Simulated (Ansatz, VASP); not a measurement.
## Two plane-wave programs on TiAl3

The input POSCAR:

```
TiAl3
1.0
   -1.9120003552      1.9120003552      4.2819150380
    1.9120003552     -1.9120003552      4.2819150380
    1.9120003552      1.9120003552     -4.2819150380
Ti Al
1 3
Direct
    0.0000000000      0.0000000000      0.0000000000
    0.5087577637      0.5087577637      0.0000000000
    0.7500000000      0.2500000000      0.5000000000
    0.2500000000      0.7500000000      0.5000000000
```

File INCAR.step1:

```
  PREC = Accurate
  ENCUT = 520
  ISMEAR = 0
  SIGMA = 0.15
  LREAL = False
  LASPH = True
  NELM = 100
  NBANDS = 18
  GGA = PE
  ALGO = Normal
  EDIFF = 1E-4
  LWAVE = True
  LCHARG = False
```

The input INCAR.step2:

```
  PREC = Accurate
  ENCUT = 520
  EDIFF = 1E-6
  ISMEAR = 0
  SIGMA = 0.15
  LREAL = False
  LASPH = True
  NELM = 100
  ALGO = Normal
  ISIF = 2
  LWAVE = False
  LCHARG = True
  METAGGA = R2SCAN
  LMIXTAU = True
  LELF = True
  LVHAR = True
  NBANDS = 18
  ISTART = 1
```

KPOINTS

```
regular mesh
0
Gamma
  18 18 18
```

Input for Ansatz:

```yaml
crystal:
  lattice:
    - [-1.9120003552, 1.9120003552, 4.281915038]
    - [1.9120003552, -1.9120003552, 4.281915038]
    - [1.9120003552, 1.9120003552, -4.281915038]
  atoms:
    - { symbol: Ti, position: [0.0, 0.0, 0.0] }
    - { symbol: Al, position: [0.5087577637, 0.5087577637, 0.0] }
    - { symbol: Al, position: [0.75, 0.25, 0.5] }
    - { symbol: Al, position: [0.25, 0.75, 0.5] }
basis:
  ecutwfc: 500
kpoints:
  mp_grid: { grid: [18, 18, 18] }
hamiltonian:
  xc: r2scan
scf:
  occupations: { method: gaussian, width: 0.15 }
output:
  forces: true
  stress: true
  eigenvalues: true
```

Alike in both runs: task single point; functional r2SCAN; k mesh 18 × 18 × 18; occupations gaussian, width 0.15 eV; no spin polarisation.

|  | VASP | Ansatz |
| --- | --- | --- |
| version | VASP 6.6.1 | Ansatz 0.2.0 |
| potentials or method | VASP PAW PBE potentials, release 64 (Ti_sv, Al), cutoff 520 eV | scalar-relativistic, plane waves, PAW |
| valence electrons in the cell | 21 | 21 |

Ansatz gave:

| Property | Result |
| --- | --- |
| gap on the k mesh at the Fermi level (eV) | none |
| pressure (GPa) | 0.1 |
| rms of the force components (eV/Å) | 0.114 |

Question: What did VASP give for the same quantities?

Answer: gap on the k mesh at the Fermi level (eV): none; pressure (GPa): 0.0; rms of the force components (eV/Å): 0.113.

VASP's potentials were made for PBE, not for r2SCAN. Atom by atom the forces differ by 0.001 eV/Å (rms over components). A gap of «none» marks a metal or a gap that the smearing closes.
